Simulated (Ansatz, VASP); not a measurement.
One calculation of Fe, two programs

```xyz
1
Lattice="-1.3820 1.3820 1.6047 1.3820 -1.3820 1.6047 1.3820 1.3820 -1.6047" Properties=species:S:1:pos:R:3 pbc="T T T"
Fe    0.0000    0.0000    0.0000
```

Alike in both runs: task single point; functional PBE; k mesh 12 × 12 × 12; occupations gaussian, width 0.15 eV; collinear spin.

|  | VASP | Ansatz |
| --- | --- | --- |
| version | VASP 6.6.1 | Ansatz 0.2.0 |
| potentials or method | VASP PAW PBE potentials, release 64 (Fe), cutoff 520 eV | scalar-relativistic, plane waves, PAW |
| valence electrons in the cell | 8 | 16 |

|  | VASP | Ansatz | Ansatz less VASP |
| --- | --- | --- | --- |
| gap on the k mesh at the Fermi level (eV) | none | none | - |
| pressure (GPa) | -8.7 | -9.2 | -0.46 |
| traceless stress, the component that is largest in VASP (GPa) | -6.53 | -6.79 | -0.256 |
| net moment per atom (μB) | 2.42 | 2.39 | -0.034 |
| size of the moment on the site where the two differ most (μB) | 2.43 | 2.45 | +0.013 |

Site moments also hang on the region over which each program counts them. A gap of «none» marks a metal or a gap that the smearing closes. VASP's potentials hold 8 valence electrons a cell and Ansatz's 16, so a difference there can come from the potentials and not from the codes.
